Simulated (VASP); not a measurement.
# ZnS (P6_3mc) in VASP: a series of runs, part 2 of 2

VASP 6.6.1.

### 3 Single point, PBE (equal xx and yy strain of -1 %)

Contents of INCAR:

```
SYSTEM = ZnS
ALGO = Normal ; EDIFF = 1E-7
ENCUT = 520 ; GGA = PE
ISIF = 2 ; ISMEAR = -1
LASPH = .True. ; LCHARG = .True.
LELF = .True. ; LREAL = .False.
LVHAR = .True. ; LWAVE = .False.
NBANDS = 26 ; NELM = 80
PREC = Accurate ; SIGMA = 0.03
```

Contents of KPOINTS:

```
k-points
0
Gamma
  8 8 5
  0 0 0
```

Contents of POSCAR:

```
ZnS
1.0
    3.7728887938      0.0000000000      0.0000000000
   -1.8864443969      3.2674175410      0.0000000000
    0.0000000000      0.0000000000      6.2340000000
Zn S
2 2
Direct
    0.3333333333      0.6666666667      0.0000000000
    0.6666666667      0.3333333333      0.5000000000
    0.3333333333      0.6666666667      0.3850000000
    0.6666666667      0.3333333333      0.8850000000
```

Potentials or basis: VASP PAW PBE potentials, release 64 (Zn, S).

Command:

```console
> cat potpaw_PBE.64/Zn/POTCAR potpaw_PBE.64/S/POTCAR > POTCAR
> mpirun -np 1 vasp_std > vasp.out
```

OUTCAR:

```text
SYSTEM = ZnS
   EDIFF = 1E-7
   ENCUT = 520
   GGA = PE
   ISIF = 2
   ISMEAR = -1
   LASPH = .True.
   LREAL = .False.
   NELM = 80
   PREC = Accurate

 ion  position               nearest neighbor table
   1  0.333  0.667  0.000-   4 2.29   4 2.29   4 2.29   3 2.40
   2  0.667  0.333  0.500-   3 2.29   3 2.29   3 2.29   4 2.40
   3  0.333  0.667  0.385-   2 2.29   2 2.29   2 2.29   1 2.40
   4  0.667  0.333  0.885-   1 2.29   1 2.29   1 2.29   2 2.40

  LATTYP: Found a hexagonal cell.
 ALAT       =     3.7728887938
 C/A-ratio  =     1.6523148019

  Lattice vectors:

 A1 = (   3.7728887938,   0.0000000000,   0.0000000000)
 A2 = (  -1.8864443969,   3.2674175410,   0.0000000000)
 A3 = (   0.0000000000,   0.0000000000,   6.2340000000)

Analysis of symmetry for initial positions (statically):
=====================================================================
 Subroutine PRICEL returns:
 Original cell was already a primitive cell.

 Routine SETGRP: Setting up the symmetry group for a
 hexagonal supercell.

 Subroutine GETGRP returns: Found 12 space group operations
 (whereof  6 operations were pure point group operations)
 out of a pool of 24 trial point group operations.

The static configuration has the point symmetry C_3v.
 The point group associated with its full space group is C_6v.

Analysis of symmetry for dynamics (positions and initial velocities):
=====================================================================
 Subroutine PRICEL returns:
 Original cell was already a primitive cell.

 Routine SETGRP: Setting up the symmetry group for a
 hexagonal supercell.

 Subroutine GETGRP returns: Found 12 space group operations
 (whereof  6 operations were pure point group operations)
 out of a pool of 24 trial point group operations.

The dynamic configuration has the point symmetry C_3v.
 The point group associated with its full space group is C_6v.

 Subroutine INISYM returns: Found 12 space group operations
 (whereof  6 operations are pure point group operations),
[... 119 lines left out ...]
     AMIX     =   0.40;   BMIX     =  1.00
     AMIX_MAG =   1.60;   BMIX_MAG =  1.00
  volume/ion in A,a.u.               =      19.21       129.65
  Fermi-wavevector in a.u.,A,eV,Ry     =   1.271434  2.402662 21.994425  1.616545
  Thomas-Fermi vector in A             =   2.404367
   LORBIT       =      0    0 simple, 1 ext, 2 COOP (PROOUT), +10 PAW based schemes
   GGA     = PE    functional components
   LHFCALC =     F    Hartree Fock is set to
   AEXX    =    0.0000 exact exchange contribution
   IVDW    =     0    specifies the selected vdW correction
   LEPSILON=     F    determine dielectric tensor
   LRPA    =     F    only Hartree local field effects (RPA)
 non-spin polarized calculation
  energy-cutoff  :      520.00
  volume of cell :       76.85
 maximum number of plane-waves:      2081
 NGX is ok and might be reduce to    28
   NGX = 13   NGY = 13   NGZ = 23

 number of electron      35.9999975 magnetization

 Free energy of the ion-electron system (eV)
  ---------------------------------------------------
  ext. energy  EPLUGINS =         0.00000000
  ---------------------------------------------------
  free energy    TOTEN  =       -13.61133895 eV

  energy without entropy =      -13.61133895  energy(sigma->0) =      -13.61133895

 E-fermi :   2.9673     XC(G=0):  -9.7462

 val. band max:        2.3567598632   @ k =   0.0000   0.0000   0.0000
 cond. band min:       4.6932331691   @ k =   0.0000   0.0000   0.0000
 fundamental gap:      2.3364733059
 Fermi energy:         2.9673185583

 k-point     1 :       0.0000    0.0000    0.0000
  band No.  band energies     occupation
      1     -10.9872      2.00000
      2     -10.0522      2.00000
      3      -4.1080      2.00000
      4      -4.1080      2.00000
      5      -4.0437      2.00000
      6      -4.0437      2.00000
[... 685 lines left out ...]
     25      11.5588      0.00000
     26      11.8341      0.00000

 [... further k-points ...]

------------------------ aborting loop because EDIFF is reached ----------------------------------------

  FORCE on cell =-STRESS in cart. coord.  units (eV):
  Direction    XX          YY          ZZ          XY          YZ          ZX
  --------------------------------------------------------------------------------------
  -------------------------------------------------------------------------------------
  Total        2.6576218      2.6576218      0.8522032      0.0000000      0.0000000      0.0000000
  in kB       55.4061947     55.4061947     17.7667633      0.0000000      0.0000000      0.0000000
  external PRESSURE =      42.8597176 kB  Pullay stress =       0.0000000 kB

 VOLUME and BASIS-vectors are now :
 -----------------------------------------------------------------------------
  energy-cutoff  :      520.00
  volume of cell :       76.85
      direct lattice vectors                 reciprocal lattice vectors
     3.772888794  0.000000000  0.000000000     0.265048893  0.153026050  0.000000000
    -1.886444397  3.267417541  0.000000000     0.000000000  0.306052100  0.000000000
     0.000000000  0.000000000  6.234000000     0.000000000  0.000000000  0.160410651

 POSITION                                       TOTAL-FORCE (eV/Angst)
 -----------------------------------------------------------------------------------
     -0.00000      2.17828      0.00000        -0.000000      0.000000      0.404919
      1.88644      1.08914      3.11700         0.000000     -0.000000      0.404919
     -0.00000      2.17828      2.40009         0.000000      0.000000     -0.404919
      1.88644      1.08914      5.51709        -0.000000      0.000000     -0.404919
 -----------------------------------------------------------------------------------
    total drift:                               -0.000001     -0.000001      0.000562

  FREE ENERGIE OF THE ION-ELECTRON SYSTEM (eV)
  ---------------------------------------------------
  free  energy   TOTEN  =       -13.6113389452 eV

  energy  without entropy=      -13.6113389452  energy(sigma->0) =      -13.61133895
```

stdout:

```text
POSCAR found type information on POSCAR ZnS
 POSCAR found :  2 types and       4 ions
 scaLAPACK will be used
 LDA part: xc-table for (Slater+PW92), standard interpolation
 POSCAR, INCAR and KPOINTS ok, starting setup
 FFT: planning ... GRIDC
 FFT: planning ... GRID_SOFT
 FFT: planning ... GRID
 WAVECAR not read
 entering main loop
```

Wall time 23 s (1 thread of Intel Xeon 6975P-C (Granite Rapids), shared host); peak memory 0.21 GiB.

What came out:

```yaml
Free_energy: -13.6113 eV
Pressure: 4.3 GPa
Largest_force: 0.405 eV/Å
Band_gap_on_the_k_mesh: 2.34 eV, direct
```

Forces in eV/Å, atoms in the order of the input:
```
Zn   0.000  0.000  0.405
Zn   0.000  0.000  0.405
S    0.000  0.000 -0.405
S    0.000  0.000 -0.405
```

Caveat: the cell differs from its parent crystal (equal xx and yy strain of -1 %).

### 4 Single point, PBE (equal xx and yy strain of +2 %)

Contents of INCAR:

```
PREC     = Accurate       # precision mode
ENCUT    = 520            # plane-wave cutoff, eV
EDIFF    = 1E-6           # SCF threshold, eV
ISMEAR   = -1             # smearing method
SIGMA    = 0.03           # smearing width, eV
LREAL    = F              # projectors in reciprocal space
LASPH    = T              # aspherical terms in the spheres
NELM     = 80             # most SCF steps
ALGO     = Normal         # electronic algorithm
ISIF     = 2              # what is computed and relaxed
LWAVE    = F              # write WAVECAR
LCHARG   = F              # write CHGCAR
GGA      = PE             # functional
NBANDS   = 26             # bands
```

Contents of KPOINTS:

```
Automatic mesh
0
Gamma
  8 8 5
```

POSCAR, as its differences from that of step 3:

```diff
@@ -2,4 +2,4 @@
 1.0
-    3.7728887938      0.0000000000      0.0000000000
-   -1.8864443969      3.2674175410      0.0000000000
+    3.8872187572      0.0000000000      0.0000000000
+   -1.9436093786      3.3664301938      0.0000000000
     0.0000000000      0.0000000000      6.2340000000
```

Command:

```console
> cat potpaw_PBE.64/Zn/POTCAR potpaw_PBE.64/S/POTCAR > POTCAR
> mpirun -np 1 vasp_std > vasp.out
```

Run time: 24 s. Hardware: 1 thread of Intel Xeon 6975P-C (Granite Rapids), shared host; peak memory 0.21 GiB.

Results (log left out):

- Free energy: -13.6767 eV
- Pressure: -0.5 GPa
- Largest force: 0.194 eV/Å
- Band gap on the k mesh: 2.03 eV, direct

Forces on the atoms (eV/Å):
```
Zn   0.000  0.000  0.194
Zn   0.000  0.000  0.194
S    0.000  0.000 -0.194
S    0.000  0.000 -0.194
```

Stress tensor (GPa, compression positive):
```
-0.77  0.00  0.00
 0.00 -0.77  0.00
 0.00  0.00 -0.01
```

Levels at points of the mesh, in eV from the valence-band top:
```
           k point  band 16  band 17  band 18  band 19  band 20  band 21
(0.00, 0.00, 0.00)    -0.08    -0.08     0.00     2.03     2.74     6.20
(0.50, 0.00, 0.00)    -2.21    -1.51    -0.95     3.52     4.15     5.25
```

Caveat: the cell differs from its parent crystal (equal xx and yy strain of +2 %).

### 5 Single point, PBE (volume scaled by 0.96)

Contents of INCAR:

```
SYSTEM = ZnS
PREC = Accurate
ENCUT = 520
EDIFF = 1E-6
ISMEAR = -1
SIGMA = 0.03
LREAL = .False.
LASPH = .True.
NELM = 60
ALGO = Normal
ISIF = 2
LWAVE = .False.
LCHARG = .False.
GGA = PE
NBANDS = 26
```

Contents of KPOINTS:

```
regular mesh
0
Gamma
  8 8 5
  0 0 0
```

Contents of POSCAR:

```
ZnS
1.0
    3.7594924842      0.0000000000      0.0000000000
   -1.8797462421      3.2558159966      0.0000000000
    0.0000000000      0.0000000000      6.1497464286
Zn S
2 2
Direct
    0.3333333333      0.6666666667      0.0000000000
    0.6666666667      0.3333333333      0.5000000000
    0.3333333333      0.6666666667      0.3850000000
    0.6666666667      0.3333333333      0.8850000000
```

Command:

```console
> cat potpaw_PBE.64/Zn/POTCAR potpaw_PBE.64/S/POTCAR > POTCAR
> mpirun -np 1 vasp_std > vasp.out
```

It took 47 s on 1 thread of Intel Xeon Platinum 8375C at 2.90GHz (Ice Lake), shared host; peak memory 0.2 GiB.

The run converged. Its results:

| Property | Result |
| --- | --- |
| Free energy | -13.5708 eV |
| Pressure | 6.0 GPa |
| Largest force | 0.375 eV/Å |
| Band gap on the k mesh | 2.45 eV, direct |

Forces on the atoms (eV/Å):
```
Zn   0.000  0.000  0.375
Zn   0.000  0.000  0.375
S    0.000  0.000 -0.375
S    0.000  0.000 -0.375
```

Stress tensor (GPa, compression positive):
```
6.95 0.00 0.00
0.00 6.95 0.00
0.00 0.00 4.24
```

Levels at points of the mesh, in eV from the valence-band top:
| k point | band 15 | band 16 | band 17 | band 18 | band 19 | band 20 | band 21 | band 22 |
| --- | --- | --- | --- | --- | --- | --- | --- | --- |
| (0.00, 0.00, 0.00) | -0.90 | 0.00 | 0.00 | 0.00 | 2.45 | 3.08 | 6.27 | 6.27 |
| (0.50, 0.00, 0.00) | -3.35 | -2.39 | -1.67 | -1.04 | 3.59 | 4.38 | 5.15 | 7.12 |

### 6 Summary

```tsv
cell	gap on the mesh (eV)	pressure (GPa)	largest force (eV/Å)
a = 3.697, b = 3.697, c = 6.234 Å, angles 90.0, 90.0, 120.0°, 4 atoms	2.47	8.5	0.61
a = 3.773, b = 3.773, c = 6.234 Å, angles 90.0, 90.0, 120.0°, 4 atoms	2.34	4.3	0.40
a = 3.887, b = 3.887, c = 6.234 Å, angles 90.0, 90.0, 120.0°, 4 atoms	2.03	-0.5	0.19
a = 3.759, b = 3.759, c = 6.150 Å, angles 90.0, 90.0, 120.0°, 4 atoms	2.45	6.0	0.37
```

Alike in all rows: task single point; level PBE; potentials or basis VASP PAW PBE potentials, release 64 (Zn, S); no spin polarisation; k mesh 8 × 8 × 5; cutoff (eV) 520; smearing fermi-dirac 0.03 eV.

Absolute energies hang on the potentials; compare differences alone.
